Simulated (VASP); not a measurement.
Write the native input for VASP 6.6.1 that does the following.

* Task: relaxation of cell and atoms
* Functional: PBEsol
* Potentials or basis: VASP PAW PBE potentials, release 64 (In_d, Ga_d, As)
* Cutoff: 600 eV
* k mesh: 4 × 4 × 4
* Occupations: gaussian, width 0.1 eV
* Spin: no spin polarisation
* Dipole correction: no
* Further INCAR settings: ALGO = Normal; EDIFF = 1e-06; IBRION = 2; EDIFFG = -0.05; NSW = 100; ISIF = 3

The structure of InGa3As4 lies in POSCAR:

```
InGa3As4
1.0
    5.7492750000      0.0000000000      0.0000000000
    0.0000000000     -5.7492750000      0.0000000000
    0.0000000000      0.0000000000     -5.7492750000
In Ga As
1 3 4
Direct
    0.0000000000      0.5000000000      0.5000000000
    0.5000000000      0.0000000000      0.5000000000
    0.5000000000      0.5000000000      0.0000000000
    0.0000000000      0.0000000000      0.0000000000
    0.2500000000      0.2500000000      0.2500000000
    0.7500000000      0.7500000000      0.2500000000
    0.7500000000      0.2500000000      0.7500000000
    0.2500000000      0.7500000000      0.7500000000
```

One way to write it, as run:

INCAR

```
  PREC = Accurate
  ENCUT = 600
  EDIFF = 1E-6
  ISMEAR = 0
  SIGMA = 0.1
  LREAL = F
  LASPH = T
  NELM = 60
  ALGO = Normal
  ISIF = 3
  LWAVE = F
  LCHARG = F
  GGA = PS
  IBRION = 2
  NSW = 100
  EDIFFG = -0.05
```

KPOINTS

```
Automatic mesh
0
Gamma
  4 4 4
```

Potentials or basis: VASP PAW PBE potentials, release 64 (In_d, Ga_d, As).

Launch:

```console
$ cat potpaw_PBE.64/In_d/POTCAR potpaw_PBE.64/Ga_d/POTCAR potpaw_PBE.64/As/POTCAR > POTCAR
$ mpirun -np 1 vasp_std > vasp.out
```

It gave:

The relaxed volume is 23.96 Å³/atom and the relaxed cell is a = 5.766 Å, b = 5.766 Å, c = 5.766 Å, α = 90.00°, β = 90.00°, γ = 90.00°. The space group after relaxing (to 0.05 Å) is P-43m (No. 215). The energy gained by relaxing is 32.5 meV/atom. The ionic steps are 4 and the pressure after relaxing is 0.2 GPa.

Caveat: the PAW data sets were made with another functional, which shifts forces and pressure a little.

Wall time 3.2 min on 1 thread of Intel(R) Xeon(R) Platinum 8488C (Sapphire Rapids), with other jobs on the host, peak memory 0.39 GiB.
